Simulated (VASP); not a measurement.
# P (P4/mmm) in VASP: notebook, part 2 of 2

VASP 6.6.1.

**3. Single point, r2SCAN**

This run uses another cell than the first one, of the same volume but with other edges.

POSCAR reads:

```
P
1.0
    3.9150932022      0.0000000000      0.0000000000
    0.0000000000      3.9150932022      0.0000000000
    0.0000000000      0.0000000000      5.2148040255
P
1
Direct
    0.0000000000      0.0000000000      0.0000000000
```

INCAR.step1 reads:

```
SYSTEM = P
PREC     = Accurate       ! precision mode
ENCUT    = 520            ! plane-wave cutoff, eV
ISMEAR   = 0              ! smearing method
SIGMA    = 0.15           ! smearing width, eV
LREAL    = .FALSE.        ! projectors in reciprocal space
LASPH    = .TRUE.         ! aspherical terms in the spheres
NELM     = 60             ! most SCF steps
NBANDS   = 8              ! bands
GGA      = PE             ! functional
ALGO     = Normal         ! electronic algorithm
EDIFF    = 1E-4           ! SCF threshold, eV
LWAVE    = .TRUE.         ! write WAVECAR
LCHARG   = .FALSE.        ! write CHGCAR
```

INCAR.step2 reads:

```
SYSTEM = P
PREC     = Accurate       ! precision mode
ENCUT    = 520            ! plane-wave cutoff, eV
EDIFF    = 1E-7           ! SCF threshold, eV
ISMEAR   = 0              ! smearing method
SIGMA    = 0.15           ! smearing width, eV
LREAL    = .FALSE.        ! projectors in reciprocal space
LASPH    = .TRUE.         ! aspherical terms in the spheres
NELM     = 60             ! most SCF steps
ALGO     = Normal         ! electronic algorithm
ISIF     = 2              ! what is computed and relaxed
LWAVE    = .FALSE.        ! write WAVECAR
LCHARG   = .FALSE.        ! write CHGCAR
METAGGA  = R2SCAN         ! meta-GGA
LMIXTAU  = .TRUE.       
NBANDS   = 8              ! bands
ISTART   = 1
```

KPOINTS reads:

```
Automatic mesh
0
G
  12 12 12
  0 0 0
```

Potentials or basis: VASP PAW PBE potentials, release 64 (P).

The run is started by

```console
$ cat potpaw_PBE.64/P/POTCAR > POTCAR
$ cp INCAR.step1 INCAR
$ mpirun -np 1 vasp_std > vasp.out
$ cp INCAR.step2 INCAR
$ mpirun -np 1 vasp_std > vasp.out
```

OUTCAR:

```text
SYSTEM = P
   PREC = Accurate
   ENCUT = 520
   EDIFF = 1E-7
   ISMEAR = 0
   LREAL = .FALSE.
   LASPH = .TRUE.
   NELM = 60
   ISIF = 2
   METAGGA = R2SCAN
   ISTART = 1

 ion  position               nearest neighbor table
   1  0.000  0.000  0.000-

  LATTYP: Found a simple tetragonal cell.
 ALAT       =     3.9150932022
 C/A-ratio  =     1.3319744272

  Lattice vectors:

 A1 = (   3.9150932022,   0.0000000000,   0.0000000000)
 A2 = (   0.0000000000,   3.9150932022,   0.0000000000)
 A3 = (   0.0000000000,   0.0000000000,   5.2148040255)

Analysis of symmetry for initial positions (statically):
=====================================================================
 Subroutine PRICEL returns:
 Original cell was already a primitive cell.

 Routine SETGRP: Setting up the symmetry group for a
 simple tetragonal supercell.

 Subroutine GETGRP returns: Found 16 space group operations
 (whereof 16 operations were pure point group operations)
 out of a pool of 16 trial point group operations.

The static configuration has the point symmetry D_4h.

Analysis of symmetry for dynamics (positions and initial velocities):
=====================================================================
 Subroutine PRICEL returns:
 Original cell was already a primitive cell.

 Routine SETGRP: Setting up the symmetry group for a
 simple tetragonal supercell.

 Subroutine GETGRP returns: Found 16 space group operations
 (whereof 16 operations were pure point group operations)
 out of a pool of 16 trial point group operations.

The dynamic configuration has the point symmetry D_4h.

 Subroutine INISYM returns: Found 16 space group operations
 (whereof 16 operations are pure point group operations),
 and found     1 'primitive' translations

----------------------------------------------------------------------------------------

                                     Primitive cell

  volume of cell :      79.9323

  direct lattice vectors                    reciprocal lattice vectors
     3.915093202  0.000000000  0.000000000     0.255421761  0.000000000  0.000000000
     0.000000000  3.915093202  0.000000000     0.000000000  0.255421761  0.000000000
     0.000000000  0.000000000  5.214804026     0.000000000  0.000000000  0.191761760

  length of vectors
     3.915093202  3.915093202  5.214804026     0.255421761  0.255421761  0.191761760

  position of ions in fractional coordinates (direct lattice)
     0.000000000  0.000000000  0.000000000

  ion indices of the primitive-cell ions
   primitive index   ion index
                 1           1

----------------------------------------------------------------------------------------

 KPOINTS: Automatic mesh

Automatic generation of k-mesh.
 Grid dimensions read from file:
 generate k-points for:   12   12   12

 Generating k-lattice:

  Cartesian coordinates                     Fractional coordinates (reciprocal lattice)
     0.021285147  0.000000000  0.000000000     0.083333333  0.000000000  0.000000000
     0.000000000  0.021285147  0.000000000     0.000000000  0.083333333  0.000000000
     0.000000000  0.000000000  0.015980147     0.000000000  0.000000000  0.083333333

  Length of vectors
     0.021285147  0.021285147  0.015980147

  Shift w.r.t. Gamma in fractional coordinates (k-lattice)
     0.000000000  0.000000000  0.000000000

 Subroutine IBZKPT returns following result:
 ===========================================

 Found    196 irreducible k-points:

 Following reciprocal coordinates:
            Coordinates               Weight
  0.000000  0.000000  0.000000      1.000000
  0.083333  0.000000  0.000000      4.000000
  0.166667  0.000000  0.000000      4.000000
  0.250000  0.000000  0.000000      4.000000
  0.333333  0.000000  0.000000      4.000000
  0.416667  0.000000  0.000000      4.000000
[... 16 lines left out ...]
  0.333333  0.333333  0.000000      4.000000
  0.416667  0.333333  0.000000      8.000000
 [... further k-points ...]
   k-points           NKPTS =    196   k-points in BZ     NKDIM =    196   number of bands    NBANDS=      8
   number of dos      NEDOS =    301   number of ions     NIONS =      1
   total plane-waves  NPLWV =  36000
   dimension x,y,z NGX =    30 NGY =   30 NGZ =   40
   dimension x,y,z NGXF=    60 NGYF=   60 NGZF=   80
   ions per type =               1
   NGX,Y,Z   is equivalent  to a cutoff of  12.74, 12.74, 12.75 a.u.
   NGXF,Y,Z  is equivalent  to a cutoff of  25.48, 25.48, 25.50 a.u.
 SYSTEM =  P
   PREC   = accura    normal or accurate (medium, high low for compatibility)
   ISTART =      1    job   : 0-new  1-cont  2-samecut
   ICHARG =      0    charge: 1-file 2-atom 10-const
   ISPIN  =      1    spin polarized calculation?
   LNONCOLLINEAR =      F non collinear calculations
   LSORBIT =      F    spin-orbit coupling
   LASPH  =      T    aspherical Exc in radial PAW
   ENCUT  =  520.0 eV  38.22 Ry    6.18 a.u.   7.28  7.28  9.70*2*pi/ulx,y,z
   NELM   =     60;   NELMIN=  2; NELMDL=  0     # of ELM steps
   EDIFF  = 0.1E-06   stopping-criterion for ELM
   LREAL  =      F    real-space projection
   EDIFFG = 0.1E-05   stopping-criterion for IOM
   NSW    =      0    number of steps for IOM
   IBRION =     -1    ionic relax: 0-MD 1-quasi-New 2-CG
   NFREE  =      0    steps in history (QN), initial steepest desc. (CG)
   ISIF   =      2    stress and relaxation
   ISYM   =      2    0-nonsym 1-usesym 2-fastsym
   POTIM  = 0.5000    time-step for ionic-motion
   TEBEG  =    0.0;   TEEND  =   0.0 temperature during run
   PSTRESS=    0.0 pullay stress
   NELECT =       5.0000    total number of electrons
   NUPDOWN=      -1.0000    fix difference up-down
   EMIN   =  10.00;   EMAX   =-10.00  energy-range for DOS
   EFERMI =   0.00;   METHOD = LEGACY
   ISMEAR =     0;   SIGMA  =   0.15  broadening in eV -4-tet -1-fermi 0-gaus
   EFERMI_NEDOS =   21; number of points for ismear=-14 and -15
   IALGO  =     38    algorithm
   IMIX   =      4    mixing-type and parameters
     AMIX     =   0.40;   BMIX     =  1.00
     AMIX_MAG =   1.60;   BMIX_MAG =  1.00
  volume/ion in A,a.u.               =      79.93       539.41
  Fermi-wavevector in a.u.,A,eV,Ry     =   0.649866  1.228069  5.746099  0.422326
  Thomas-Fermi vector in A             =   1.718961
   LORBIT       =      0    0 simple, 1 ext, 2 COOP (PROOUT), +10 PAW based schemes
   METAGGA = R2SCAN    functional components
   LHFCALC =     F    Hartree Fock is set to
   AEXX    =    0.0000 exact exchange contribution
   IVDW    =     0    specifies the selected vdW correction
   LEPSILON=     F    determine dielectric tensor
   LRPA    =     F    only Hartree local field effects (RPA)
 non-spin polarized calculation
 Gauss-broadening in eV      SIGMA  =   0.15
  energy-cutoff  :      520.00
  volume of cell :       79.93
 maximum number of plane-waves:      2180
 NGX is ok and might be reduce to    30

 number of electron       5.0000002 magnetization

 Free energy of the ion-electron system (eV)
  ---------------------------------------------------
  ext. energy  EPLUGINS =         0.00000000
  ---------------------------------------------------
  free energy    TOTEN  =        -4.56848091 eV

  energy without entropy =       -4.52243613  energy(sigma->0) =       -4.54545852

 E-fermi :  -3.2052     XC(G=0):  -5.1006

 val. band max:       -3.2067476571   @ k =   0.3333   0.0000   0.1667
 cond. band min:      -3.2043574905   @ k =   0.4167   0.2500   0.5000
 fundamental gap:      0.0023901665
 Fermi energy:        -3.2051686139

 k-point     1 :       0.0000    0.0000    0.0000
  band No.  band energies     occupation
      1     -12.5163      2.00000
      2      -3.3694      1.87846
      3      -2.1693      0.00000
      4      -2.1693      0.00000
      5       1.7834      0.00000
      6       4.6713      0.00000
      7       5.3108      0.00000
      8       8.5685      0.00000
[... 243 lines left out ...]
 k-point    24 :       0.4167    0.3333    0.0000
  band No.  band energies     occupation
      1     -11.9235      2.00000
      2      -3.9318      2.00000
      3      -3.5220      1.99718
      4      -2.7937      0.00010
      5       3.7135      0.00000
      6       5.1031      0.00000
      7       6.1850      0.00000
      8       6.9722      0.00000

 [... further k-points ...]
[... 5 lines left out ...]
  --------------------------------------------------------------------------------------
  -------------------------------------------------------------------------------------
  Total       -2.9638371     -2.9638371     -0.4330294      0.0000000     -0.0000000      0.0000000
  in kB      -59.4076957    -59.4076957     -8.6797213      0.0000000     -0.0000000      0.0000000
  external PRESSURE =     -42.4983709 kB  Pullay stress =       0.0000000 kB

 VOLUME and BASIS-vectors are now :
 -----------------------------------------------------------------------------
  energy-cutoff  :      520.00
  volume of cell :       79.93
      direct lattice vectors                 reciprocal lattice vectors
     3.915093202  0.000000000  0.000000000     0.255421761  0.000000000  0.000000000
     0.000000000  3.915093202  0.000000000     0.000000000  0.255421761  0.000000000
     0.000000000  0.000000000  5.214804026     0.000000000  0.000000000  0.191761760

 POSITION                                       TOTAL-FORCE (eV/Angst)
 -----------------------------------------------------------------------------------
      0.00000      0.00000      0.00000         0.000000      0.000000      0.000000
 -----------------------------------------------------------------------------------
    total drift:                               -0.000000     -0.000000     -0.000000

  FREE ENERGIE OF THE ION-ELECTRON SYSTEM (eV)
  ---------------------------------------------------
  free  energy   TOTEN  =        -4.5684809059 eV

  energy  without entropy=       -4.5224361341  energy(sigma->0) =       -4.54545852
```

Run time: 11 min. Hardware: 1 thread of AMD EPYC 7R43 (Zen 3), shared host; peak memory 0.22 GiB.

What came out:

```yaml
Free_energy: -4.5685 eV
Pressure: -4.2 GPa
```

Stress tensor (GPa, compression positive):
```
-5.94  0.00  0.00
 0.00 -5.94  0.00
 0.00  0.00 -0.87
```

Caveat: the PAW data sets were made with another functional, which shifts forces and pressure a little.
